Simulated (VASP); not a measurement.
# KTaO3 (P4/mmm) in VASP: further runs

Runs on KTaO3. Level: PBEsol. Tasks: single point.

All numbers are computed with VASP 6.6.1; they aren't measurements. Logs are shortened: lines on timing, memory, paths and dates and some standing lists are left out, and cuts for length are marked.

**1. The cell of the first run**

The structure is tetragonal, space group P4/mmm (No. 123). The conventional cell has a = 4.074 Å, b = 4.074 Å, c = 3.611 Å, α = 90.00°, β = 90.00°, γ = 90.00°. Within 3.6 Å of K (site symmetry 4/mmm) lie 12 O at 2.72 to 2.88 Å and 8 Ta at 3.40 Å. Within 2.4 Å of Ta (site symmetry 4/mmm) lie 6 O at 1.81 to 2.04 Å. O (site symmetry mmm) has 2 Ta at 2.04 Å within 2.7 Å. Within 2.4 Å of O (site symmetry 4/mmm) lie 2 Ta at 1.81 Å.

**2. Single point, PBEsol (volume 11.985 Å^3 an atom, c/a of the conventional cell 0.8864)**

The input, INCAR:

```
  PREC = Accurate
  ENCUT = 520
  EDIFF = 1E-6
  ISMEAR = 0
  SIGMA = 0.05
  LREAL = False
  LASPH = True
  NELM = 80
  ALGO = Normal
  ISIF = 2
  LWAVE = False
  LCHARG = False
  GGA = PS
  NBANDS = 27
```

The input, KPOINTS:

```
Automatic mesh
0
Gamma
  8 8 8
```

The input, POSCAR:

```
KTaO3
1.0
    4.0737349133      0.0000000000      0.0000000000
    0.0000000000      4.0737349133      0.0000000000
    0.0000000000      0.0000000000      3.6109586272
K Ta O
1 1 3
Direct
    0.5000000000      0.5000000000      0.5000000000
    0.0000000000      0.0000000000      0.0000000000
    0.5000000000      0.0000000000      0.0000000000
    0.0000000000      0.5000000000      0.0000000000
    0.0000000000      0.0000000000      0.5000000000
```

Potentials or basis: VASP PAW PBE potentials, release 64 (K_sv, Ta_pv, O).

Launch:

```console
$ cat potpaw_PBE.64/K_sv/POTCAR potpaw_PBE.64/Ta_pv/POTCAR potpaw_PBE.64/O/POTCAR > POTCAR
$ mpirun -np 1 vasp_std > vasp.out
```

OUTCAR:

```text
PREC = Accurate
   ENCUT = 520
   EDIFF = 1E-6
   ISMEAR = 0
   LREAL = False
   LASPH = True
   NELM = 80
   ISIF = 2
   GGA = PS

 ion  position               nearest neighbor table
   1  0.500  0.500  0.500-   3 2.72   4 2.72   3 2.72   4 2.72   3 2.72   3 2.72   4 2.72   4 2.72
                             5 2.88   5 2.88   5 2.88   5 2.88   2 3.40   2 3.40   2 3.40   2 3.40
   2  0.000  0.000  0.000-   5 1.81   5 1.81   3 2.04   4 2.04   4 2.04   3 2.04   1 3.40   1 3.40
                             1 3.40   1 3.40   1 3.40   1 3.40   1 3.40   1 3.40
   3  0.500  0.000  0.000-   2 2.04   2 2.04   1 2.72   1 2.72   1 2.72   1 2.72
   4  0.000  0.500  0.000-   2 2.04   2 2.04   1 2.72   1 2.72   1 2.72   1 2.72
   5  0.000  0.000  0.500-   2 1.81   2 1.81   1 2.88   1 2.88   1 2.88   1 2.88

  LATTYP: Found a simple tetragonal cell.
 ALAT       =     4.0737349133
 C/A-ratio  =     0.8864000000

  Lattice vectors:

 A1 = (   4.0737349133,   0.0000000000,   0.0000000000)
 A2 = (   0.0000000000,   4.0737349133,   0.0000000000)
 A3 = (   0.0000000000,   0.0000000000,   3.6109586272)

Analysis of symmetry for initial positions (statically):
=====================================================================
 Subroutine PRICEL returns:
 Original cell was already a primitive cell.

 Routine SETGRP: Setting up the symmetry group for a
 simple tetragonal supercell.

 Subroutine GETGRP returns: Found 16 space group operations
 (whereof 16 operations were pure point group operations)
 out of a pool of 16 trial point group operations.

The static configuration has the point symmetry D_4h.

Analysis of symmetry for dynamics (positions and initial velocities):
=====================================================================
 Subroutine PRICEL returns:
 Original cell was already a primitive cell.

 Routine SETGRP: Setting up the symmetry group for a
 simple tetragonal supercell.

 Subroutine GETGRP returns: Found 16 space group operations
 (whereof 16 operations were pure point group operations)
 out of a pool of 16 trial point group operations.

The dynamic configuration has the point symmetry D_4h.

 Subroutine INISYM returns: Found 16 space group operations
 (whereof 16 operations are pure point group operations),
 and found     1 'primitive' translations

----------------------------------------------------------------------------------------

                                     Primitive cell

  volume of cell :      59.9250

  direct lattice vectors                    reciprocal lattice vectors
     4.073734913  0.000000000  0.000000000     0.245474981  0.000000000  0.000000000
     0.000000000  4.073734913  0.000000000     0.000000000  0.245474981  0.000000000
     0.000000000  0.000000000  3.610958627     0.000000000  0.000000000  0.276934771

  length of vectors
     4.073734913  4.073734913  3.610958627     0.245474981  0.245474981  0.276934771

  position of ions in fractional coordinates (direct lattice)
     0.500000000  0.500000000  0.500000000
     0.000000000  0.000000000  0.000000000
     0.500000000  0.000000000  0.000000000
     0.000000000  0.500000000  0.000000000
     0.000000000  0.000000000  0.500000000

  ion indices of the primitive-cell ions
   primitive index   ion index
                 1           1
                 2           2
                 3           3
                 4           4
                 5           5

----------------------------------------------------------------------------------------

 KPOINTS: Automatic mesh

Automatic generation of k-mesh.
 Grid dimensions read from file:
 generate k-points for:    8    8    8

 Generating k-lattice:

  Cartesian coordinates                     Fractional coordinates (reciprocal lattice)
     0.030684373  0.000000000  0.000000000     0.125000000  0.000000000  0.000000000
     0.000000000  0.030684373  0.000000000     0.000000000  0.125000000  0.000000000
     0.000000000  0.000000000  0.034616846     0.000000000  0.000000000  0.125000000

  Length of vectors
     0.030684373  0.030684373  0.034616846

  Shift w.r.t. Gamma in fractional coordinates (k-lattice)
     0.000000000  0.000000000  0.000000000

 Subroutine IBZKPT returns following result:
 ===========================================

 Found     75 irreducible k-points:

 Following reciprocal coordinates:
            Coordinates               Weight
  0.000000  0.000000  0.000000      1.000000
  0.125000  0.000000  0.000000      4.000000
  0.250000  0.000000  0.000000      4.000000
  0.375000  0.000000  0.000000      4.000000
  0.500000  0.000000  0.000000      2.000000
  0.125000  0.125000  0.000000      4.000000
[... 16 lines left out ...]
  0.375000  0.125000  0.125000     16.000000
  0.500000  0.125000  0.125000      8.000000
 [... further k-points ...]
   k-points           NKPTS =     75   k-points in BZ     NKDIM =     75   number of bands    NBANDS=     27
   number of dos      NEDOS =    301   number of ions     NIONS =      5
   total plane-waves  NPLWV =  25200
   dimension x,y,z NGX =    30 NGY =   30 NGZ =   28
   dimension x,y,z NGXF=    60 NGYF=   60 NGZF=   56
   ions per type =               1   1   3
   NGX,Y,Z   is equivalent  to a cutoff of  12.24, 12.24, 12.89 a.u.
   NGXF,Y,Z  is equivalent  to a cutoff of  24.49, 24.49, 25.78 a.u.
 SYSTEM =  unknown system
   PREC   = accura    normal or accurate (medium, high low for compatibility)
   ISTART =      0    job   : 0-new  1-cont  2-samecut
   ICHARG =      2    charge: 1-file 2-atom 10-const
   ISPIN  =      1    spin polarized calculation?
   LNONCOLLINEAR =      F non collinear calculations
   LSORBIT =      F    spin-orbit coupling
   LASPH  =      T    aspherical Exc in radial PAW
   ENCUT  =  520.0 eV  38.22 Ry    6.18 a.u.   7.57  7.57  6.71*2*pi/ulx,y,z
   NELM   =     80;   NELMIN=  2; NELMDL= -5     # of ELM steps
   EDIFF  = 0.1E-05   stopping-criterion for ELM
   LREAL  =      F    real-space projection
   EDIFFG = 0.1E-04   stopping-criterion for IOM
   NSW    =      0    number of steps for IOM
   IBRION =     -1    ionic relax: 0-MD 1-quasi-New 2-CG
   NFREE  =      0    steps in history (QN), initial steepest desc. (CG)
   ISIF   =      2    stress and relaxation
   ISYM   =      2    0-nonsym 1-usesym 2-fastsym
   POTIM  = 0.5000    time-step for ionic-motion
   TEBEG  =    0.0;   TEEND  =   0.0 temperature during run
   PSTRESS=    0.0 pullay stress
   NELECT =      38.0000    total number of electrons
   NUPDOWN=      -1.0000    fix difference up-down
   EMIN   =  10.00;   EMAX   =-10.00  energy-range for DOS
   EFERMI =   0.00;   METHOD = LEGACY
   ISMEAR =     0;   SIGMA  =   0.05  broadening in eV -4-tet -1-fermi 0-gaus
   EFERMI_NEDOS =   21; number of points for ismear=-14 and -15
   IALGO  =     38    algorithm
   IMIX   =      4    mixing-type and parameters
     AMIX     =   0.40;   BMIX     =  1.00
     AMIX_MAG =   1.60;   BMIX_MAG =  1.00
  volume/ion in A,a.u.               =      11.99        80.88
  Fermi-wavevector in a.u.,A,eV,Ry     =   1.406479  2.657861 26.914828  1.978184
  Thomas-Fermi vector in A             =   2.528835
   LORBIT       =      0    0 simple, 1 ext, 2 COOP (PROOUT), +10 PAW based schemes
   GGA     = PS    functional components
   LHFCALC =     F    Hartree Fock is set to
   AEXX    =    0.0000 exact exchange contribution
   IVDW    =     0    specifies the selected vdW correction
   LEPSILON=     F    determine dielectric tensor
   LRPA    =     F    only Hartree local field effects (RPA)
 non-spin polarized calculation
 Gauss-broadening in eV      SIGMA  =   0.05
  energy-cutoff  :      520.00
  volume of cell :       59.93
 maximum number of plane-waves:      1637
   NGX = 15   NGY = 15   NGZ = 13

 number of electron      38.0000002 magnetization

 Free energy of the ion-electron system (eV)
  ---------------------------------------------------
  ext. energy  EPLUGINS =         0.00000000
  ---------------------------------------------------
  free energy    TOTEN  =       -41.80157759 eV

  energy without entropy =      -41.80157759  energy(sigma->0) =      -41.80157759

 E-fermi :   2.3380     XC(G=0): -11.4378

 val. band max:        2.1299359880   @ k =   0.5000   0.5000   0.5000
 cond. band min:       4.0926358252   @ k =   0.0000   0.0000   0.0000
 fundamental gap:      1.9626998372
 Fermi energy:         2.3379586301

 k-point     1 :       0.0000    0.0000    0.0000
  band No.  band energies     occupation
      1     -32.0571      2.00000
      2     -31.6685      2.00000
      3     -31.6685      2.00000
      4     -24.9791      2.00000
      5     -16.5619      2.00000
      6     -14.7285      2.00000
[... 19 lines left out ...]
     26      10.4115      0.00000
     27      11.0710      0.00000

 k-point     2 :       0.1250    0.0000    0.0000
  band No.  band energies     occupation
      1     -32.0567      2.00000
      2     -31.6793      2.00000
      3     -31.6680      2.00000
      4     -24.9743      2.00000
      5     -16.5633      2.00000
      6     -14.6781      2.00000
[... 19 lines left out ...]
     26      10.6127      0.00000
     27      11.2681      0.00000

 k-point     3 :       0.2500    0.0000    0.0000
  band No.  band energies     occupation
      1     -32.0558      2.00000
      2     -31.7054      2.00000
      3     -31.6670      2.00000
      4     -24.9625      2.00000
      5     -16.5691      2.00000
      6     -14.6359      2.00000
[... 19 lines left out ...]
     26      11.2209      0.00000
     27      11.9009      0.00000

 k-point     4 :       0.3750    0.0000    0.0000
  band No.  band energies     occupation
      1     -32.0550      2.00000
      2     -31.7312      2.00000
      3     -31.6660      2.00000
      4     -24.9508      2.00000
      5     -16.5776      2.00000
      6     -14.6442      2.00000
[... 19 lines left out ...]
     26      12.1787      0.00000
     27      12.8158      0.00000

 k-point     5 :       0.5000    0.0000    0.0000
  band No.  band energies     occupation
      1     -32.0546      2.00000
      2     -31.7418      2.00000
      3     -31.6656      2.00000
      4     -24.9459      2.00000
      5     -16.5818      2.00000
      6     -14.6522      2.00000
[... 19 lines left out ...]
     26      12.7502      0.00000
     27      12.7896      0.00000

 k-point     6 :       0.1250    0.1250    0.0000
  band No.  band energies     occupation
      1     -32.0564      2.00000
      2     -31.6791      2.00000
      3     -31.6786      2.00000
      4     -24.9698      2.00000
      5     -16.5626      2.00000
      6     -14.6025      2.00000
[... 444 lines left out ...]
      1     -32.1032      2.00000
      2     -31.6768      2.00000
      3     -31.6764      2.00000
      4     -24.9607      2.00000
      5     -16.2590      2.00000
      6     -14.6168      2.00000
[... 19 lines left out ...]
     26      11.0573      0.00000
     27      12.0191      0.00000

 k-point    22 :       0.2500    0.1250    0.1250
  band No.  band energies     occupation
      1     -32.1022      2.00000
      2     -31.7025      2.00000
      3     -31.6756      2.00000
      4     -24.9511      2.00000
      5     -16.2577      2.00000
      6     -14.5218      2.00000
[... 19 lines left out ...]
     26      11.5688      0.00000
     27      12.5662      0.00000

 k-point    23 :       0.3750    0.1250    0.1250
  band No.  band energies     occupation
      1     -32.1012      2.00000
      2     -31.7281      2.00000
      3     -31.6745      2.00000
      4     -24.9414      2.00000
      5     -16.2597      2.00000
      6     -14.5094      2.00000
[... 19 lines left out ...]
     26      12.3254      0.00000
     27      12.9200      0.00000

 k-point    24 :       0.5000    0.1250    0.1250
  band No.  band energies     occupation
      1     -32.1008      2.00000
      2     -31.7387      2.00000
      3     -31.6740      2.00000
      4     -24.9375      2.00000
      5     -16.2614      2.00000
      6     -14.5124      2.00000
[... 19 lines left out ...]
     26      12.4846      0.00000
     27      13.1880      0.00000

 [... further k-points ...]
[... 5 lines left out ...]
  --------------------------------------------------------------------------------------
  -------------------------------------------------------------------------------------
  Total       -0.9124790     -0.9124790     24.8055738      0.0000000      0.0000000      0.0000000
  in kB      -24.3963803    -24.3963803    663.2111475      0.0000000      0.0000000      0.0000000
  external PRESSURE =     204.8061289 kB  Pullay stress =       0.0000000 kB

 VOLUME and BASIS-vectors are now :
 -----------------------------------------------------------------------------
  energy-cutoff  :      520.00
  volume of cell :       59.93
      direct lattice vectors                 reciprocal lattice vectors
     4.073734913  0.000000000  0.000000000     0.245474981  0.000000000  0.000000000
     0.000000000  4.073734913  0.000000000     0.000000000  0.245474981  0.000000000
     0.000000000  0.000000000  3.610958627     0.000000000  0.000000000  0.276934771

 POSITION                                       TOTAL-FORCE (eV/Angst)
 -----------------------------------------------------------------------------------
      2.03687      2.03687      1.80548         0.000000      0.000000      0.000000
      0.00000      0.00000      0.00000         0.000000      0.000000      0.000000
      2.03687      0.00000      0.00000         0.000000      0.000000      0.000000
      0.00000      2.03687      0.00000         0.000000      0.000000      0.000000
      0.00000      0.00000      1.80548         0.000000      0.000000      0.000000
 -----------------------------------------------------------------------------------
    total drift:                                0.000000     -0.000000      0.000000

  FREE ENERGIE OF THE ION-ELECTRON SYSTEM (eV)
  ---------------------------------------------------
  free  energy   TOTEN  =       -41.8015775926 eV

  energy  without entropy=      -41.8015775926  energy(sigma->0) =      -41.80157759
```

Run time: 92 s. Hardware: 1 thread of Intel Xeon Platinum 8375C at 2.90GHz (Ice Lake), shared host; peak memory 0.25 GiB.

Results:

| Quantity | Value |
| --- | --- |
| Free energy | -41.8016 eV |
| Pressure | 20.5 GPa |
| Band gap on the k mesh | 1.96 eV, indirect (least direct gap 2.36 eV) |

Stress tensor (GPa, compression positive):
```
-2.44  0.00  0.00
 0.00 -2.44  0.00
 0.00  0.00 66.32
```

Caveat: the PAW data sets were made with another functional, which shifts forces and pressure a little; spin-orbit coupling is left out, which moves the levels of the heavy elements. A k mesh can miss the band edges.

**3. Single point, PBEsol (volume 11.985 Å^3 an atom, c/a of the conventional cell 1.1282)**

The input, INCAR:

```
SYSTEM = KTaO3
PREC = Accurate
ENCUT = 520
EDIFF = 1E-6
ISMEAR = 0
SIGMA = 0.05
LREAL = .False.
LASPH = .True.
NELM = 80
ALGO = Normal
ISIF = 2
LWAVE = .False.
LCHARG = .True.
GGA = PS
LELF = .True.
LVHAR = .True.
NBANDS = 27
```

The input, KPOINTS:

```
regular mesh
0
Gamma
  8 8 8
  0 0 0
```

POSCAR, as its differences from that of step 2:

```diff
@@ -2,5 +2,5 @@
 1.0
-    4.0737349133      0.0000000000      0.0000000000
-    0.0000000000      4.0737349133      0.0000000000
-    0.0000000000      0.0000000000      3.6109586272
+    3.7590143397      0.0000000000      0.0000000000
+    0.0000000000      3.7590143397      0.0000000000
+    0.0000000000      0.0000000000      4.2409199780
 K Ta O
```

Potentials or basis: VASP PAW PBE potentials, release 64 (K_sv, Ta_pv, O).

Launch:

```console
$ cat potpaw_PBE.64/K_sv/POTCAR potpaw_PBE.64/Ta_pv/POTCAR potpaw_PBE.64/O/POTCAR > POTCAR
$ mpirun -np 1 vasp_std > vasp.out
```

Wall time 84 s (1 thread of Intel Xeon Platinum 8375C at 2.90GHz (Ice Lake), shared host); peak memory 0.24 GiB.

It converged, with:

- Free energy: -41.9775 eV
- Pressure: 20.0 GPa
- Band gap on the k mesh: 2.02 eV, indirect (least direct gap 2.42 eV)

Stress tensor (GPa, compression positive):
```
 36.98   0.00   0.00
  0.00  36.98   0.00
  0.00   0.00 -14.09
```

Levels at points of the mesh, in eV from the valence-band top:
| k point | band 17 | band 18 | band 19 | band 20 | band 21 | band 22 |
| --- | --- | --- | --- | --- | --- | --- |
| (0.00, 0.00, 0.00) | -0.75 | -0.40 | -0.40 | 2.02 | 2.02 | 2.18 |
| (0.50, 0.00, 0.00) | -1.49 | -0.95 | -0.70 | 2.27 | 5.83 | 5.83 |
| (0.50, 0.50, 0.00) | -0.82 | -0.82 | -0.24 | 5.88 | 5.88 | 6.31 |
| (0.00, 0.00, 0.50) | -1.64 | -1.00 | -1.00 | 2.27 | 4.25 | 4.25 |
| (0.50, 0.00, 0.50) | -2.08 | -1.53 | -0.22 | 4.32 | 5.84 | 6.53 |
| (0.50, 0.50, 0.50) | -0.23 | 0.00 | 0.00 | 6.73 | 6.73 | 7.69 |

Caveat: the PAW data sets were made with another functional, which shifts forces and pressure a little; spin-orbit coupling is left out, which moves the levels of the heavy elements. A k mesh can miss the band edges.
